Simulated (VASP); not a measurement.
# SnSe (P4/nmm) in VASP: further runs

SnSe is run at these levels: r2SCAN; tasks: single point.

Program: VASP 6.6.1. These are calculated values, not measurements. Logs are shortened: lines on timing, memory, paths and dates and some standing lists are left out, and cuts for length are marked.

## 1. The cell of the first run

Symmetry: P4/nmm, No. 129, tetragonal system. Conventional cell: a = 4.285 Å, b = 4.285 Å, c = 10.691 Å, α = 90.00°, β = 90.00°, γ = 90.00°. Sn (site symmetry 4mm) has 5 Se at 2.68 to 3.03 Å within 3.5 Å. Se (site symmetry 4mm) has 5 Sn at 2.68 to 3.03 Å within 3.5 Å.

## 2. Single point, r2SCAN (the distance across one plane changed)

Input file POSCAR:

```
SnSe
1.0
   -4.2853274191      0.0000000000      0.0000000000
    0.0000000000     -4.2853274191      0.0000000000
    0.0000000000      0.0000000000     10.6906921300
Sn Se
2 2
Direct
    0.5000000000      0.0000000000      0.3826745266
    0.0000000000      0.5000000000      0.6453872674
    0.5000000000      0.0000000000      0.6333266632
    0.0000000000      0.5000000000      0.3947351307
```

Input file INCAR.step1:

```
  ALGO = Normal
  EDIFF = 1E-4
  ENCUT = 520
  GGA = PE
  ISMEAR = 0
  LASPH = True
  LCHARG = False
  LREAL = False
  LWAVE = True
  NBANDS = 28
  NELM = 80
  PREC = Accurate
  SIGMA = 0.05
```

Input file INCAR.step2:

```
  ALGO = Normal
  EDIFF = 1E-7
  ENCUT = 520
  ISIF = 2
  ISMEAR = 0
  ISTART = 1
  LASPH = True
  LCHARG = True
  LELF = True
  LMIXTAU = True
  LREAL = False
  LVHAR = True
  LWAVE = False
  METAGGA = R2SCAN
  NBANDS = 28
  NELM = 80
  PREC = Accurate
  SIGMA = 0.05
```

Input file KPOINTS:

```
k-points
0
Gamma
  6 6 3
```

Potentials or basis: VASP PAW PBE potentials, release 64 (Sn_d, Se).

Command:

```console
> cat potpaw_PBE.64/Sn_d/POTCAR potpaw_PBE.64/Se/POTCAR > POTCAR
> cp INCAR.step1 INCAR
> mpirun -np 1 vasp_std > vasp.out
> cp INCAR.step2 INCAR
> mpirun -np 1 vasp_std > vasp.out
```

OUTCAR:

```text
EDIFF = 1E-7
   ENCUT = 520
   ISIF = 2
   ISMEAR = 0
   ISTART = 1
   LASPH = True
   LREAL = False
   METAGGA = R2SCAN
   NELM = 80
   PREC = Accurate

 ion  position               nearest neighbor table
   1  0.500  0.000  0.383-   3 2.68   4 3.03   4 3.03   4 3.03   4 3.03
   2  0.000  0.500  0.645-   4 2.68   3 3.03   3 3.03   3 3.03   3 3.03
   3  0.500  0.000  0.633-   1 2.68   2 3.03   2 3.03   2 3.03   2 3.03
   4  0.000  0.500  0.395-   2 2.68   1 3.03   1 3.03   1 3.03   1 3.03

  LATTYP: Found a simple tetragonal cell.
 ALAT       =     4.2853274191
 C/A-ratio  =     2.4947200259

  Lattice vectors:

 A1 = (  -4.2853274191,   0.0000000000,   0.0000000000)
 A2 = (   0.0000000000,  -4.2853274191,   0.0000000000)
 A3 = (   0.0000000000,   0.0000000000,  10.6906921300)

Analysis of symmetry for initial positions (statically):
=====================================================================
 Subroutine PRICEL returns:
 Original cell was already a primitive cell.

 Routine SETGRP: Setting up the symmetry group for a
 simple tetragonal supercell.

 Subroutine GETGRP returns: Found 16 space group operations
 (whereof  4 operations were pure point group operations)
 out of a pool of 16 trial point group operations.

The static configuration has the point symmetry C_2v.
 The point group associated with its full space group is D_4h.

Analysis of symmetry for dynamics (positions and initial velocities):
=====================================================================
 Subroutine PRICEL returns:
 Original cell was already a primitive cell.

 Routine SETGRP: Setting up the symmetry group for a
 simple tetragonal supercell.

 Subroutine GETGRP returns: Found 16 space group operations
 (whereof  4 operations were pure point group operations)
 out of a pool of 16 trial point group operations.

The dynamic configuration has the point symmetry C_2v.
 The point group associated with its full space group is D_4h.

 Subroutine INISYM returns: Found 16 space group operations
 (whereof  4 operations are pure point group operations),
 and found     1 'primitive' translations

----------------------------------------------------------------------------------------

                                     Primitive cell

  volume of cell :     196.3242

  direct lattice vectors                    reciprocal lattice vectors
    -4.285327419  0.000000000  0.000000000    -0.233354398  0.000000000  0.000000000
     0.000000000 -4.285327419  0.000000000     0.000000000 -0.233354398  0.000000000
     0.000000000  0.000000000 10.690692130     0.000000000  0.000000000  0.093539313

  length of vectors
     4.285327419  4.285327419 10.690692130     0.233354398  0.233354398  0.093539313

  position of ions in fractional coordinates (direct lattice)
     0.500000000  0.000000000  0.382674527
     0.000000000  0.500000000  0.645387267
     0.500000000  0.000000000  0.633326663
     0.000000000  0.500000000  0.394735131

  ion indices of the primitive-cell ions
   primitive index   ion index
                 1           1
                 2           2
                 3           3
                 4           4

----------------------------------------------------------------------------------------

 KPOINTS: k-points

Automatic generation of k-mesh.
 Grid dimensions read from file:
 generate k-points for:    6    6    3

 Generating k-lattice:

  Cartesian coordinates                     Fractional coordinates (reciprocal lattice)
    -0.038892400  0.000000000  0.000000000     0.166666667  0.000000000  0.000000000
     0.000000000 -0.038892400  0.000000000     0.000000000  0.166666667  0.000000000
     0.000000000  0.000000000  0.031179771     0.000000000  0.000000000  0.333333333

  Length of vectors
     0.038892400  0.038892400  0.031179771

  Shift w.r.t. Gamma in fractional coordinates (k-lattice)
     0.000000000  0.000000000  0.000000000

 Subroutine IBZKPT returns following result:
 ===========================================

 Found     20 irreducible k-points:

 Following reciprocal coordinates:
            Coordinates               Weight
  0.000000  0.000000  0.000000      1.000000
  0.166667  0.000000  0.000000      4.000000
  0.333333  0.000000  0.000000      4.000000
  0.500000  0.000000  0.000000      2.000000
  0.166667  0.166667  0.000000      4.000000
  0.333333  0.166667  0.000000      8.000000
[... 12 lines left out ...]
  0.500000  0.333333  0.333333      8.000000
  0.500000  0.500000  0.333333      2.000000
   k-points           NKPTS =     20   k-points in BZ     NKDIM =     20   number of bands    NBANDS=     28
   number of dos      NEDOS =    301   number of ions     NIONS =      4
   total plane-waves  NPLWV =  81920
   dimension x,y,z NGX =    32 NGY =   32 NGZ =   80
   dimension x,y,z NGXF=    64 NGYF=   64 NGZF=  160
   ions per type =               2   2
   NGX,Y,Z   is equivalent  to a cutoff of  12.41, 12.41, 12.44 a.u.
   NGXF,Y,Z  is equivalent  to a cutoff of  24.83, 24.83, 24.88 a.u.
 SYSTEM =  unknown system
   PREC   = accura    normal or accurate (medium, high low for compatibility)
   ISTART =      1    job   : 0-new  1-cont  2-samecut
   ICHARG =      0    charge: 1-file 2-atom 10-const
   ISPIN  =      1    spin polarized calculation?
   LNONCOLLINEAR =      F non collinear calculations
   LSORBIT =      F    spin-orbit coupling
   LASPH  =      T    aspherical Exc in radial PAW
   ENCUT  =  520.0 eV  38.22 Ry    6.18 a.u.   7.97  7.97 19.88*2*pi/ulx,y,z
   NELM   =     80;   NELMIN=  2; NELMDL=  0     # of ELM steps
   EDIFF  = 0.1E-06   stopping-criterion for ELM
   LREAL  =      F    real-space projection
   EDIFFG = 0.1E-05   stopping-criterion for IOM
   NSW    =      0    number of steps for IOM
   IBRION =     -1    ionic relax: 0-MD 1-quasi-New 2-CG
   NFREE  =      0    steps in history (QN), initial steepest desc. (CG)
   ISIF   =      2    stress and relaxation
   ISYM   =      2    0-nonsym 1-usesym 2-fastsym
   POTIM  = 0.5000    time-step for ionic-motion
   TEBEG  =    0.0;   TEEND  =   0.0 temperature during run
   PSTRESS=    0.0 pullay stress
   NELECT =      40.0000    total number of electrons
   NUPDOWN=      -1.0000    fix difference up-down
   EMIN   =  10.00;   EMAX   =-10.00  energy-range for DOS
   EFERMI =   0.00;   METHOD = LEGACY
   ISMEAR =     0;   SIGMA  =   0.05  broadening in eV -4-tet -1-fermi 0-gaus
   EFERMI_NEDOS =   21; number of points for ismear=-14 and -15
   IALGO  =     38    algorithm
   IMIX   =      4    mixing-type and parameters
     AMIX     =   0.40;   BMIX     =  1.00
     AMIX_MAG =   1.60;   BMIX_MAG =  1.00
  volume/ion in A,a.u.               =      49.08       331.22
  Fermi-wavevector in a.u.,A,eV,Ry     =   0.963319  1.820409 12.625987  0.927984
  Thomas-Fermi vector in A             =   2.092854
   LORBIT       =      0    0 simple, 1 ext, 2 COOP (PROOUT), +10 PAW based schemes
   METAGGA = R2SCAN    functional components
   LHFCALC =     F    Hartree Fock is set to
   AEXX    =    0.0000 exact exchange contribution
   IVDW    =     0    specifies the selected vdW correction
   LEPSILON=     F    determine dielectric tensor
   LRPA    =     F    only Hartree local field effects (RPA)
 non-spin polarized calculation
 Gauss-broadening in eV      SIGMA  =   0.05
  energy-cutoff  :      520.00
  volume of cell :      196.32
 maximum number of plane-waves:      5332
 NGX is ok and might be reduce to    32
   NGX = 15   NGY = 15   NGZ = 39

 number of electron      40.0000020 magnetization

 Free energy of the ion-electron system (eV)
  ---------------------------------------------------
  ext. energy  EPLUGINS =         0.00000000
  ---------------------------------------------------
  free energy    TOTEN  =       -79.57235971 eV

  energy without entropy =      -79.57235971  energy(sigma->0) =      -79.57235971

 E-fermi :   0.8812     XC(G=0):  -6.3756

 val. band max:        0.6012939812   @ k =   0.3333   0.0000   0.3333
 cond. band min:       2.3733765762   @ k =   0.3333   0.0000   0.3333
 fundamental gap:      1.7720825950
 Fermi energy:         0.8811543415

 k-point     1 :       0.0000    0.0000    0.0000
  band No.  band energies     occupation
      1     -21.1736      2.00000
      2     -21.1691      2.00000
      3     -21.1682      2.00000
      4     -21.1620      2.00000
      5     -21.1481      2.00000
      6     -21.1161      2.00000
[... 20 lines left out ...]
     27       6.7668      0.00000
     28       6.7668      0.00000

 k-point     2 :       0.1667    0.0000    0.0000
  band No.  band energies     occupation
      1     -21.1710      2.00000
      2     -21.1708      2.00000
      3     -21.1663      2.00000
      4     -21.1648      2.00000
      5     -21.1442      2.00000
      6     -21.1165      2.00000
[... 20 lines left out ...]
     27       6.3601      0.00000
     28       6.3913      0.00000

 k-point     3 :       0.3333    0.0000    0.0000
  band No.  band energies     occupation
      1     -21.1738      2.00000
      2     -21.1704      2.00000
      3     -21.1660      2.00000
      4     -21.1631      2.00000
      5     -21.1345      2.00000
      6     -21.1187      2.00000
[... 20 lines left out ...]
     27       6.0300      0.00000
     28       7.6578      0.00000

 k-point     4 :       0.5000    0.0000    0.0000
  band No.  band energies     occupation
      1     -21.1743      2.00000
      2     -21.1743      2.00000
      3     -21.1627      2.00000
      4     -21.1626      2.00000
      5     -21.1248      2.00000
      6     -21.1246      2.00000
[... 20 lines left out ...]
     27       6.8550      0.00000
     28       6.8551      0.00000

 k-point     5 :       0.1667    0.1667    0.0000
  band No.  band energies     occupation
      1     -21.1731      2.00000
      2     -21.1687      2.00000
      3     -21.1683      2.00000
      4     -21.1642      2.00000
      5     -21.1398      2.00000
      6     -21.1167      2.00000
[... 20 lines left out ...]
     27       6.1363      0.00000
     28       7.3643      0.00000

 k-point     6 :       0.3333    0.1667    0.0000
  band No.  band energies     occupation
      1     -21.1775      2.00000
      2     -21.1754      2.00000
      3     -21.1630      2.00000
      4     -21.1605      2.00000
      5     -21.1308      2.00000
      6     -21.1182      2.00000
[... 339 lines left out ...]
      5     -21.1227      2.00000
      6     -21.1226      2.00000
[... 20 lines left out ...]
     27       7.1690      0.00000
     28       7.1695      0.00000

 k-point    18 :       0.3333    0.3333    0.3333
  band No.  band energies     occupation
      1     -21.1848      2.00000
      2     -21.1841      2.00000
      3     -21.1573      2.00000
      4     -21.1559      2.00000
      5     -21.1236      2.00000
      6     -21.1176      2.00000
[... 20 lines left out ...]
     27       6.9994      0.00000
     28       7.0207      0.00000

 k-point    19 :       0.5000    0.3333    0.3333
  band No.  band energies     occupation
      1     -21.1882      2.00000
      2     -21.1882      2.00000
      3     -21.1542      2.00000
      4     -21.1542      2.00000
      5     -21.1188      2.00000
      6     -21.1187      2.00000
[... 20 lines left out ...]
     27       6.7703      0.00000
     28       6.7703      0.00000

 k-point    20 :       0.5000    0.5000    0.3333
  band No.  band energies     occupation
      1     -21.1926      2.00000
      2     -21.1926      2.00000
      3     -21.1517      2.00000
      4     -21.1516      2.00000
      5     -21.1163      2.00000
      6     -21.1161      2.00000
[... 20 lines left out ...]
     27       7.5882      0.00000
     28       7.5882      0.00000

------------------------ aborting loop because EDIFF is reached ----------------------------------------

  FORCE on cell =-STRESS in cart. coord.  units (eV):
  Direction    XX          YY          ZZ          XY          YZ          ZX
  --------------------------------------------------------------------------------------
  -------------------------------------------------------------------------------------
  Total        0.0341690      0.0341690      0.0052870     -0.0000000      0.0000000      0.0000000
  in kB        0.2788492      0.2788492      0.0431462     -0.0000000      0.0000000      0.0000000
  external PRESSURE =       0.2002816 kB  Pullay stress =       0.0000000 kB

 VOLUME and BASIS-vectors are now :
 -----------------------------------------------------------------------------
  energy-cutoff  :      520.00
  volume of cell :      196.32
      direct lattice vectors                 reciprocal lattice vectors
    -4.285327419  0.000000000  0.000000000    -0.233354398  0.000000000  0.000000000
     0.000000000 -4.285327419  0.000000000     0.000000000 -0.233354398  0.000000000
     0.000000000  0.000000000 10.690692130     0.000000000  0.000000000  0.093539313

 POSITION                                       TOTAL-FORCE (eV/Angst)
 -----------------------------------------------------------------------------------
     -2.14266      0.00000      4.09106         0.000000      0.000000     -0.016575
      0.00000     -2.14266      6.89964        -0.000000     -0.000000      0.016575
     -2.14266      0.00000      6.77070         0.000000      0.000000     -0.000402
      0.00000     -2.14266      4.21999         0.000000      0.000000      0.000402
 -----------------------------------------------------------------------------------
    total drift:                               -0.000000     -0.000000      0.000175

  FREE ENERGIE OF THE ION-ELECTRON SYSTEM (eV)
  ---------------------------------------------------
  free  energy   TOTEN  =       -79.5723597137 eV

  energy  without entropy=      -79.5723597137  energy(sigma->0) =      -79.57235971
```

Run time: 5.2 min. Hardware: 1 thread of Intel Xeon Platinum 8259CL at 2.50GHz (Skylake/Cascade Lake), shared host; peak memory 0.35 GiB.

What came out:

- Free energy: -79.5724 eV
- Pressure: 0.0 GPa
- Largest force: 0.017 eV/Å
- Band gap on the k mesh: 1.77 eV

Forces in eV/Å, atoms in the order of the input:
```
Sn   0.000  0.000 -0.017
Sn   0.000  0.000  0.017
Se   0.000  0.000  0.000
Se   0.000  0.000  0.000
```

Levels at points of the mesh, in eV from the valence-band top:
| k point | band 17 | band 18 | band 19 | band 20 | band 21 | band 22 | band 23 | band 24 |
| --- | --- | --- | --- | --- | --- | --- | --- | --- |
| (0.00, 0.00, 0.00) | -3.17 | -1.81 | -1.81 | -0.30 | 1.93 | 4.17 | 4.23 | 4.77 |
| (0.50, 0.00, 0.00) | -1.63 | -1.63 | -0.14 | -0.14 | 1.84 | 1.84 | 2.32 | 2.32 |
| (0.50, 0.50, 0.00) | -3.32 | -3.32 | -1.77 | -1.77 | 4.02 | 4.02 | 5.17 | 5.17 |

Caveat: the cell differs from its parent crystal (the distance across one plane changed); the PAW data sets were made with another functional, which shifts forces and pressure a little; spin-orbit coupling is left out, which moves the levels of the heavy elements.

## 3. Single point, r2SCAN (the distance across one plane changed)

Input file POSCAR:

```
SnSe
1.0
   -4.2853274191      0.0000000000      0.0000000000
    0.0000000000     -4.2853274191      0.0000000000
    0.0000000000      0.0000000000     10.8406921300
Sn Se
2 2
Direct
    0.5000000000      0.0000000000      0.3773795530
    0.0000000000      0.5000000000      0.6364572019
    0.5000000000      0.0000000000      0.6245634774
    0.0000000000      0.5000000000      0.3892732775
```

Input file INCAR.step1:

```
SYSTEM = SnSe
ALGO     = Normal         ! electronic algorithm
EDIFF    = 1E-4           ! SCF threshold, eV
ENCUT    = 520            ! plane-wave cutoff, eV
GGA      = PE             ! functional
ISMEAR   = 0              ! smearing method
LASPH    = .TRUE.         ! aspherical terms in the spheres
LCHARG   = .FALSE.        ! write CHGCAR
LREAL    = .FALSE.        ! projectors in reciprocal space
LWAVE    = .TRUE.         ! write WAVECAR
NBANDS   = 28             ! bands
NELM     = 80             ! most SCF steps
PREC     = Accurate       ! precision mode
SIGMA    = 0.05           ! smearing width, eV
```

Input file INCAR.step2:

```
SYSTEM = SnSe
ALGO     = Normal         ! electronic algorithm
EDIFF    = 1E-6           ! SCF threshold, eV
ENCUT    = 520            ! plane-wave cutoff, eV
ISIF     = 2              ! what is computed and relaxed
ISMEAR   = 0              ! smearing method
ISTART   = 1            
LASPH    = .TRUE.         ! aspherical terms in the spheres
LCHARG   = .FALSE.        ! write CHGCAR
LMIXTAU  = .TRUE.       
LREAL    = .FALSE.        ! projectors in reciprocal space
LWAVE    = .FALSE.        ! write WAVECAR
METAGGA  = R2SCAN         ! meta-GGA
NBANDS   = 28             ! bands
NELM     = 80             ! most SCF steps
PREC     = Accurate       ! precision mode
SIGMA    = 0.05           ! smearing width, eV
```

Input file KPOINTS:

```
k-points
0
G
  6 6 3
  0 0 0
```

Potentials or basis: VASP PAW PBE potentials, release 64 (Sn_d, Se).

Command:

```console
> cat potpaw_PBE.64/Sn_d/POTCAR potpaw_PBE.64/Se/POTCAR > POTCAR
> cp INCAR.step1 INCAR
> mpirun -np 1 vasp_std > vasp.out
> cp INCAR.step2 INCAR
> mpirun -np 1 vasp_std > vasp.out
```

It took 5.1 min on 1 thread of Intel Xeon Platinum 8259CL at 2.50GHz (Skylake/Cascade Lake), shared host; peak memory 0.36 GiB.

The run converged. Its results:

- Free energy: -79.5722 eV
- Largest force: 0.018 eV/Å
- Band gap on the k mesh: 1.77 eV

Forces in eV/Å, atoms in the order of the input:
```
Sn   0.000  0.000 -0.018
Sn   0.000  0.000  0.018
Se   0.000  0.000 -0.001
Se   0.000  0.000  0.001
```

Levels at points of the mesh, in eV from the valence-band top:
```
           k point  band 17  band 18  band 19  band 20  band 21  band 22  band 23  band 24
(0.00, 0.00, 0.00)    -3.17    -1.81    -1.81    -0.30     1.92     4.18     4.23     4.77
(0.50, 0.00, 0.00)    -1.63    -1.63    -0.14    -0.14     1.84     1.84     2.32     2.32
(0.50, 0.50, 0.00)    -3.32    -3.32    -1.77    -1.77     4.02     4.02     5.17     5.17
```

Caveat: the cell differs from its parent crystal (the distance across one plane changed); there is no dipole correction, which matters where the two faces differ; the PAW data sets were made with another functional, which shifts forces and pressure a little; spin-orbit coupling is left out, which moves the levels of the heavy elements.

[end of part 1 of 2]
